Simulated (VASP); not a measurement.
# P (P6/mmm) in VASP: a series of runs

Runs on P. Level: PBEsol. Tasks: single point, relaxation of cell and atoms.

Program: VASP 6.6.1. These are calculated values, not measurements. Logs are shortened: lines on timing, memory, paths and dates and some standing lists are left out, and cuts for length are marked.

**1. The cell of the first run**

Symmetry: P6/mmm, No. 191, hexagonal system. Conventional cell: a = 2.565 Å, b = 2.565 Å, c = 2.465 Å, α = 90.00°, β = 90.00°, γ = 120.00°. Within 3.3 Å of P (site symmetry 6/mmm) lie 8 P at 2.47 to 2.56 Å.

This isn't the form of P at room conditions, which is orthorhombic.

**2. Single point, PBEsol**

INCAR

```
SYSTEM = P
PREC = Accurate
ENCUT = 520
EDIFF = 1E-7
ISMEAR = 0
SIGMA = 0.1
LREAL = .False.
LASPH = .True.
NELM = 80
ALGO = Normal
ISIF = 2
LWAVE = .False.
LCHARG = .False.
GGA = PS
NBANDS = 8
```

KPOINTS

```
regular mesh
0
Gamma
  6 6 6
  0 0 0
```

POSCAR

```
P
1.0
    2.5646126181      0.0000000000      0.0000000000
   -1.2823063090      2.2210196781      0.0000000000
    0.0000000000      0.0000000000      2.4654027500
P
1
Direct
    0.0000000000      0.0000000000      0.0000000000
```

Potentials or basis: VASP PAW PBE potentials, release 64 (P).

Started as:

```bash
> cat potpaw_PBE.64/P/POTCAR > POTCAR
> mpirun -np 1 vasp_std > vasp.out
```

OUTCAR:

```text
SYSTEM = P
   PREC = Accurate
   ENCUT = 520
   EDIFF = 1E-7
   ISMEAR = 0
   LREAL = .False.
   LASPH = .True.
   NELM = 80
   ISIF = 2
   GGA = PS

 ion  position               nearest neighbor table
   1  0.000  0.000  0.000-

  LATTYP: Found a hexagonal cell.
 ALAT       =     2.5646126181
 C/A-ratio  =     0.9613158465

  Lattice vectors:

 A1 = (   2.5646126181,   0.0000000000,   0.0000000000)
 A2 = (  -1.2823063090,   2.2210196781,   0.0000000000)
 A3 = (   0.0000000000,   0.0000000000,   2.4654027500)

Analysis of symmetry for initial positions (statically):
=====================================================================
 Subroutine PRICEL returns:
 Original cell was already a primitive cell.

 Routine SETGRP: Setting up the symmetry group for a
 hexagonal supercell.

 Subroutine GETGRP returns: Found 24 space group operations
 (whereof 24 operations were pure point group operations)
 out of a pool of 24 trial point group operations.

The static configuration has the point symmetry D_6h.

Analysis of symmetry for dynamics (positions and initial velocities):
=====================================================================
 Subroutine PRICEL returns:
 Original cell was already a primitive cell.

 Routine SETGRP: Setting up the symmetry group for a
 hexagonal supercell.

 Subroutine GETGRP returns: Found 24 space group operations
 (whereof 24 operations were pure point group operations)
 out of a pool of 24 trial point group operations.

The dynamic configuration has the point symmetry D_6h.

 Subroutine INISYM returns: Found 24 space group operations
 (whereof 24 operations are pure point group operations),
 and found     1 'primitive' translations

----------------------------------------------------------------------------------------

                                     Primitive cell

  volume of cell :      14.0431

  direct lattice vectors                    reciprocal lattice vectors
     2.564612618  0.000000000  0.000000000     0.389922436  0.225121824  0.000000000
    -1.282306309  2.221019678  0.000000000     0.000000000  0.450243647  0.000000000
     0.000000000  0.000000000  2.465402750     0.000000000  0.000000000  0.405613241

  length of vectors
     2.564612618  2.564612618  2.465402750     0.450243647  0.450243647  0.405613241

[... 78 lines left out ...]
   EDIFF  = 0.1E-06   stopping-criterion for ELM
   LREAL  =      F    real-space projection
   EDIFFG = 0.1E-05   stopping-criterion for IOM
   NSW    =      0    number of steps for IOM
   IBRION =     -1    ionic relax: 0-MD 1-quasi-New 2-CG
   NFREE  =      0    steps in history (QN), initial steepest desc. (CG)
   ISIF   =      2    stress and relaxation
   ISYM   =      2    0-nonsym 1-usesym 2-fastsym
   POTIM  = 0.5000    time-step for ionic-motion
   TEBEG  =    0.0;   TEEND  =   0.0 temperature during run
   PSTRESS=    0.0 pullay stress
   NELECT =       5.0000    total number of electrons
   NUPDOWN=      -1.0000    fix difference up-down
   EMIN   =  10.00;   EMAX   =-10.00  energy-range for DOS
   EFERMI =   0.00;   METHOD = LEGACY
   ISMEAR =     0;   SIGMA  =   0.10  broadening in eV -4-tet -1-fermi 0-gaus
   EFERMI_NEDOS =   21; number of points for ismear=-14 and -15
   IALGO  =     38    algorithm
   IMIX   =      4    mixing-type and parameters
     AMIX     =   0.40;   BMIX     =  1.00
     AMIX_MAG =   1.60;   BMIX_MAG =  1.00
  volume/ion in A,a.u.               =      14.04        94.77
  Fermi-wavevector in a.u.,A,eV,Ry     =   1.160319  2.192685 18.318077  1.346341
  Thomas-Fermi vector in A             =   2.296903
   LORBIT       =      0    0 simple, 1 ext, 2 COOP (PROOUT), +10 PAW based schemes
   GGA     = PS    functional components
   LHFCALC =     F    Hartree Fock is set to
   AEXX    =    0.0000 exact exchange contribution
   IVDW    =     0    specifies the selected vdW correction
   LEPSILON=     F    determine dielectric tensor
   LRPA    =     F    only Hartree local field effects (RPA)
 non-spin polarized calculation
 Gauss-broadening in eV      SIGMA  =   0.10
  energy-cutoff  :      520.00
  volume of cell :       14.04
 maximum number of plane-waves:       405
 NGX is ok and might be reduce to    20
   NGX =  9   NGY =  9   NGZ =  9

 number of electron       4.9999999 magnetization

 Free energy of the ion-electron system (eV)
  ---------------------------------------------------
  ext. energy  EPLUGINS =         0.00000000
  ---------------------------------------------------
  free energy    TOTEN  =        -5.44316615 eV

  energy without entropy =       -5.44166434  energy(sigma->0) =       -5.44241525

 E-fermi :  10.4755     XC(G=0): -11.6068

 val. band max:        9.9221484088   @ k =   0.1667   0.0000   0.1667
 cond. band min:      10.4922796323   @ k =   0.3333   0.3333   0.3333
 fundamental gap:      0.5701312235
 Fermi energy:        10.4755338625

 k-point     1 :       0.0000    0.0000    0.0000
  band No.  band energies     occupation
      1      -6.6519      2.00000
      2      14.5970      0.00000
      3      16.8675      0.00000
      4      17.1291      0.00000
      5      17.1291      0.00000
      6      22.1143      0.00000
      7      22.1143      0.00000
      8      26.9065      0.00000
[... 243 lines left out ...]
 k-point    24 :       0.3333    0.0000    0.5000
  band No.  band energies     occupation
      1       0.5723      2.00000
      2       4.0415      2.00000
      3       9.5703      2.00000
      4      14.7045      0.00000
      5      16.0661      0.00000
      6      21.1657      0.00000
      7      23.1231      0.00000
      8      27.2177      0.00000

 [... further k-points ...]

------------------------ aborting loop because EDIFF is reached ----------------------------------------

  FORCE on cell =-STRESS in cart. coord.  units (eV):
  Direction    XX          YY          ZZ          XY          YZ          ZX
  --------------------------------------------------------------------------------------
  -------------------------------------------------------------------------------------
  Total        0.0104347      0.0104347      0.0153764      0.0000000      0.0000000     -0.0000000
  in kB        1.1904998      1.1904998      1.7542949      0.0000000      0.0000000     -0.0000000
  external PRESSURE =       1.3784315 kB  Pullay stress =       0.0000000 kB

 VOLUME and BASIS-vectors are now :
 -----------------------------------------------------------------------------
  energy-cutoff  :      520.00
  volume of cell :       14.04
      direct lattice vectors                 reciprocal lattice vectors
     2.564612618  0.000000000  0.000000000     0.389922436  0.225121824  0.000000000
    -1.282306309  2.221019678  0.000000000     0.000000000  0.450243647  0.000000000
     0.000000000  0.000000000  2.465402750     0.000000000  0.000000000  0.405613241

 POSITION                                       TOTAL-FORCE (eV/Angst)
 -----------------------------------------------------------------------------------
      0.00000      0.00000      0.00000         0.000000      0.000000      0.000000
 -----------------------------------------------------------------------------------
    total drift:                               -0.000000     -0.000000      0.000000

  FREE ENERGIE OF THE ION-ELECTRON SYSTEM (eV)
  ---------------------------------------------------
  free  energy   TOTEN  =        -5.4431661538 eV

  energy  without entropy=       -5.4416643380  energy(sigma->0) =       -5.44241525
```

OSZICAR:

```text
N       E                     dE             d eps       ncg     rms          rms(c)
DAV:   1    -0.177231567302E+00   -0.17723E+00   -0.20987E+03   456   0.447E+02
DAV:   2    -0.540869866631E+01   -0.52315E+01   -0.50572E+01   640   0.482E+01
DAV:   3    -0.545384869079E+01   -0.45150E-01   -0.45134E-01   536   0.518E+00
DAV:   4    -0.545389962097E+01   -0.50930E-04   -0.50931E-04   680   0.186E-01
DAV:   5    -0.545389964230E+01   -0.21329E-07   -0.20644E-07   568   0.200E-03    0.473E+00
DAV:   6    -0.544686951617E+01    0.70301E-02   -0.26436E-03   536   0.290E-01    0.275E+00
DAV:   7    -0.544319994081E+01    0.36696E-02   -0.50638E-03   504   0.415E-01    0.780E-02
DAV:   8    -0.544316564728E+01    0.34294E-04   -0.21826E-04   560   0.986E-02    0.832E-03
DAV:   9    -0.544316622787E+01   -0.58060E-06   -0.52140E-06   584   0.182E-02    0.357E-03
DAV:  10    -0.544316615380E+01    0.74078E-07   -0.38122E-07   544   0.371E-03
   1 F= -.54431662E+01 E0= -.54424152E+01  d E =-.150182E-02
```

stdout:

```text
POSCAR found type information on POSCAR P
 POSCAR found :  1 types and       1 ions
 scaLAPACK will be used
 -----------------------------------------------------------------------------
|                                                                             |
|                                                                             |
|     You enforced a specific xc type in the INCAR file but a different       |
|     I HOPE YOU KNOW WHAT YOU ARE DOING!                                     |
|                                                                             |
 -----------------------------------------------------------------------------

 LDA part: xc-table for (Slater+PW92), standard interpolation
 POSCAR, INCAR and KPOINTS ok, starting setup
 FFT: planning ... GRIDC
 FFT: planning ... GRID_SOFT
 FFT: planning ... GRID
 WAVECAR not read
 entering main loop
```

Run time: 3.9 s. Hardware: 1 thread of Intel Xeon 8259CL, shared host; peak memory 0.11 GiB.

What came out:

* Free energy: -5.4432 eV
* Pressure: 0.1 GPa
* Band gap on the k mesh: zero (an odd number of electrons rules out a gap without spin polarisation)

Caveat: the k points lie up to 0.47 Å⁻¹ apart, too coarse for converged energies and pressures of a metal; the PAW data sets were made with another functional, which shifts forces and pressure a little.

**3. Single point, PBEsol**

This run uses another cell than the first one, of 27.97 Å³/atom.

INCAR

```
PREC = Accurate
ENCUT = 520
EDIFF = 1E-7
ISMEAR = 0
SIGMA = 0.1
LREAL = F
LASPH = T
NELM = 80
ALGO = Normal
ISIF = 2
LWAVE = F
LCHARG = F
GGA = PS
NBANDS = 8
```

KPOINTS

```
regular mesh
0
Gamma
  6 6 6
```

POSCAR

```
P
1.0
    3.2572956256      0.0000000000      0.0000000000
   -1.6286478128      2.8209007594      0.0000000000
    0.0000000000      0.0000000000      3.0435356002
P
1
Direct
    0.0000000000      0.0000000000      0.0000000000
```

Potentials or basis: VASP PAW PBE potentials, release 64 (P).

Started as:

```bash
> cat potpaw_PBE.64/P/POTCAR > POTCAR
> mpirun -np 1 vasp_std > vasp.out
```

Wall time 6.7 s (1 thread of Intel Xeon 8259CL, shared host); peak memory 0.13 GiB.

It converged, with:

```
Free energy            : -4.0644 eV
Pressure               : -19.0 GPa
Band gap on the k mesh : zero (an odd number of electrons rules out a gap without spin polarisation)
```

Stress tensor (GPa, compression positive):
```
-16.40   0.00   0.00
  0.00 -16.40   0.00
  0.00   0.00 -24.19
```

Levels at points of the mesh, in eV from the Fermi level:
| k point | band 1 | band 2 | band 3 | band 4 | band 5 |
| --- | --- | --- | --- | --- | --- |
| (0.00, 0.00, 0.00) | -11.26 | 2.49 | 2.67 | 2.67 | 7.61 |
| (0.50, 0.00, 0.00) | -9.14 | -3.83 | 1.08 | 3.66 | 6.36 |
| (0.00, 0.00, 0.50) | -9.54 | -4.02 | 3.57 | 3.57 | 11.23 |
| (0.50, 0.00, 0.50) | -7.48 | -2.27 | -2.10 | 2.15 | 4.26 |

Caveat: the k points lie up to 0.37 Å⁻¹ apart, too coarse for converged energies and pressures of a metal; the PAW data sets were made with another functional, which shifts forces and pressure a little.

**4. Single point, PBEsol**

This run uses another cell than the first one, of 14.50 Å³/atom.

INCAR

```
PREC     = Accurate       # precision mode
ENCUT    = 520            # plane-wave cutoff, eV
EDIFF    = 1E-7           # SCF threshold, eV
ISMEAR   = 0              # smearing method
SIGMA    = 0.1            # smearing width, eV
LREAL    = False          # projectors in reciprocal space
LASPH    = True           # aspherical terms in the spheres
NELM     = 60             # most SCF steps
ALGO     = Normal         # electronic algorithm
ISIF     = 2              # what is computed and relaxed
LWAVE    = False          # write WAVECAR
LCHARG   = True           # write CHGCAR
GGA      = PS             # functional
LELF     = True           # ELF
LVHAR    = True         
NBANDS   = 8              # bands
```

KPOINTS

```
Automatic mesh
0
Gamma
  9 9 8
```

POSCAR

```
P
1.0
    2.6193473890      0.0000000000      0.0000000000
   -1.3096736945      2.2684213802      0.0000000000
    0.0000000000      0.0000000000      2.4409690541
P
1
Direct
    0.0000000000      0.0000000000      0.0000000000
```

Started as:

```bash
> cat potpaw_PBE.64/P/POTCAR > POTCAR
> mpirun -np 1 vasp_std > vasp.out
```

Wall time 9.3 s (1 thread of Intel Xeon 8259CL, shared host); peak memory 0.12 GiB.

The run converged. Its results:

```
Free energy            : -5.4071 eV
Pressure               : 0.3 GPa
Band gap on the k mesh : zero (an odd number of electrons rules out a gap without spin polarisation)
```

Stress tensor (GPa, compression positive):
```
0.16 0.00 0.00
0.00 0.16 0.00
0.00 0.00 0.44
```

Levels at points of the mesh, in eV from the Fermi level:
```csv
k point,band 1,band 2,band 3,band 4,band 5,band 6,band 7
"(0.00, 0.00, 0.00)",-16.63,4.95,6.02,6.02,6.83,11.45,11.45
"(0.00, 0.00, 0.50)",-12.25,-8.84,8.67,8.67,14.07,14.07,15.32
```

Caveat: the PAW data sets were made with another functional, which shifts forces and pressure a little.

(Continued in part 2 of 2.)
